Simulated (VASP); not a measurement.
Write the native input for VASP 6.6.1 that does the following.

```yaml
Task: single point
Functional: PBE
Potentials_or_basis: VASP PAW PBE potentials, release 64 (Al, O)
Cutoff: 520 eV
k_mesh: 10 × 10 × 10
Occupations: gaussian, width 0.1 eV
Spin: no spin polarisation
Dipole_correction: no
Further_INCAR_settings: ALGO = Normal; EDIFF = 1e-06; NBANDS = 22
```

The structure of AlO lies in POSCAR:

```
AlO
1.0
    3.9545815673      0.0000000000      0.0000000000
    0.0000000000      3.9545815673      0.0000000000
    0.0000000000      0.0000000000      3.9545815673
Al O
3 3
Direct
    0.5000000000      0.0000000000      0.0000000000
    0.0000000000      0.5000000000      0.0000000000
    0.0000000000      0.0000000000      0.5000000000
    0.0000000000      0.5000000000      0.5000000000
    0.5000000000      0.0000000000      0.5000000000
    0.5000000000      0.5000000000      0.0000000000
```

One way to write it, as run:

INCAR

```
SYSTEM = AlO
ALGO = Normal ; EDIFF = 1E-6
ENCUT = 520 ; GGA = PE
ISIF = 2 ; ISMEAR = 0
LASPH = .TRUE. ; LCHARG = .FALSE.
LREAL = .FALSE. ; LWAVE = .FALSE.
NBANDS = 22 ; NELM = 100
PREC = Accurate ; SIGMA = 0.1
```

KPOINTS

```
k-points
0
G
  10 10 10
  0 0 0
```

Potentials or basis: VASP PAW PBE potentials, release 64 (Al, O).

Launch:

```bash
$ cat potpaw_PBE.64/Al/POTCAR potpaw_PBE.64/O/POTCAR > POTCAR
$ mpirun -np 1 vasp_std > vasp.out
```

Results of the run:

| Item | Value |
| --- | --- |
| Pressure | -0.1 GPa |

Caveat: an odd number of electrons without spin polarisation forces a metal; a magnetic or distorted state may lie lower.

It took 56 s on 1 thread of Intel(R) Xeon(R) Platinum 8259CL CPU @ 2.50GHz (Skylake/Cascade Lake) (shared host), peak memory 0.19 GiB.
